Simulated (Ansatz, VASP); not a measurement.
**AlN: VASP beside Ansatz**

```xyz
4
Lattice="3.1577 0.0000 0.0000 -1.5788 2.7346 0.0000 0.0000 0.0000 4.9033" Properties=species:S:1:pos:R:3 pbc="T T T"
Al    0.0000    1.8231    0.0000
Al    1.5788    0.9115    2.4517
N     0.0000    1.8231    1.8878
N     1.5788    0.9115    4.3394
```

Change from the starting cell: strain +0.015 along x and y, -0.015 along z, atoms carried along.

Alike in both runs: task single point; functional PBEsol; k mesh 9 × 9 × 6; occupations gaussian, width 0.05 eV; no spin polarisation.

```csv
,VASP,Ansatz
version,VASP 6.6.1,Ansatz 0.2.0
potentials or method,"VASP PAW PBE potentials, release 64 (Al, N), cutoff 520 eV","scalar-relativistic, plane waves, PAW"
valence electrons in the cell,16,16
```

```tsv
	VASP	Ansatz	Ansatz less VASP
gap on the k mesh at the Fermi level (eV)	3.88	3.87	-0.014
least direct gap on the mesh (eV)	3.88	3.87	-0.014
pressure (GPa)	-2.7	-2.6	+0.08
traceless stress, the component that is largest in VASP (GPa)	6.46	6.38	-0.084
rms of the force components (eV/Å)	0.105	0.102	-0.0026
```

VASP's potentials were made for PBE, not for PBEsol. Atom by atom the forces differ by 0.003 eV/Å (rms over components). The functional is the same, so the differences come from potentials, cutoffs and numerics.
